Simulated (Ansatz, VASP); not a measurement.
**Rh in VASP and in Ansatz**

INCAR

```
ALGO = Normal
EDIFF = 1E-6
ENCUT = 520
GGA = PE
ISIF = 2
ISMEAR = -1
LASPH = True
LCHARG = False
LREAL = False
LWAVE = False
NBANDS = 22
NELM = 100
PREC = Accurate
SIGMA = 0.05
```

KPOINTS

```
k-points
0
Gamma
  10 10 10
```

POSCAR

```
Rh
1.0
    0.0000000000      2.5993341490      2.5993341490
    2.5993341490      0.0000000000      2.5993341490
    2.5993341490      2.5993341490      0.0000000000
Rh
2
Direct
   -0.0875000000     -0.1375000000     -0.1375000000
    0.0875000000      0.1375000000      0.1375000000
```

Input for Ansatz:

```yaml
crystal:
  lattice:
    - [0.0, 2.599334149, 2.599334149]
    - [2.599334149, 0.0, 2.599334149]
    - [2.599334149, 2.599334149, 0.0]
  atoms:
    - { symbol: Rh, position: [-0.0875, -0.1375, -0.1375] }
    - { symbol: Rh, position: [0.0875, 0.1375, 0.1375] }
kpoints:
  mp_grid: { grid: [10, 10, 10] }
scf:
  occupations: { method: fermi_dirac, width: 0.05 }
hamiltonian:
  xc: pbe
  pseudopotentials: { kind: all_electron, lapw: { basis_error: 0.001 } }
output:
  forces: true
  stress: true
  eigenvalues: true
  populations: true
```

Change from the starting cell: shortest bond scaled by 1.1, LAPW.

Alike in both runs: task single point; functional PBE; k mesh 10 × 10 × 10; occupations fermi-dirac, width 0.05 eV; no spin polarisation.

|  | VASP | Ansatz |
| --- | --- | --- |
| version | VASP 6.6.1 | Ansatz 0.2.0 |
| potentials or method | VASP PAW PBE potentials, release 64 (Rh_pv), cutoff 520 eV | all-electron LAPW, scalar-relativistic |

VASP gave:

- pressure (GPa): 40.5
- traceless stress, the component that is largest in VASP (GPa): 16.00
- rms of the force components (eV/Å): 2.321

Task: Estimate Ansatz's values.

Result: Pressure (GPa): 39.9; traceless stress, the component that is largest in VASP (GPa): 15.70; rms of the force components (eV/Å): 2.292.

Atom by atom the forces differ by 0.029 eV/Å (rms over components). Both programs put the cell under a high pressure, so it lies far from rest at this level. Ansatz ran all-electron here, and VASP with PAW potentials.
